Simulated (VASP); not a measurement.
Here is a VASP 6.6.1 calculation.

Contents of INCAR:

```
SYSTEM = SnTe
PREC = Accurate
ENCUT = 520
EDIFF = 1E-8
ISMEAR = -1
SIGMA = 0.08
LREAL = .FALSE.
LASPH = .TRUE.
NELM = 80
ALGO = Normal
ISIF = 2
LWAVE = .FALSE.
LCHARG = .FALSE.
GGA = PE
LEFG = .TRUE.
NBANDS = 17
```

Contents of KPOINTS:

```
Automatic mesh
0
G
  11 11 11
  0 0 0
```

The input POSCAR:

```
SnTe
1.0
    0.0000000000      3.1353147979      3.1353147979
    3.1353147979      0.0000000000      3.1353147979
    3.1353147979      3.1353147979      0.0000000000
Sn Te
1 1
Direct
    0.0000000000      0.0000000000      0.0000000000
    0.5000000000      0.5000000000      0.5000000000
```

Potentials or basis: VASP PAW PBE potentials, release 64 (Sn_d, Te).

Command:

```sh
$ cat potpaw_PBE.64/Sn_d/POTCAR potpaw_PBE.64/Te/POTCAR > POTCAR
$ mpirun -np 1 vasp_std > vasp.out
```

Q: Estimate the pressure.

A: 3.0 GPa.

Caveat: without QUAD_EFG the Cq values of the log hold for a quadrupole moment of 1 mb, not for the nuclei.
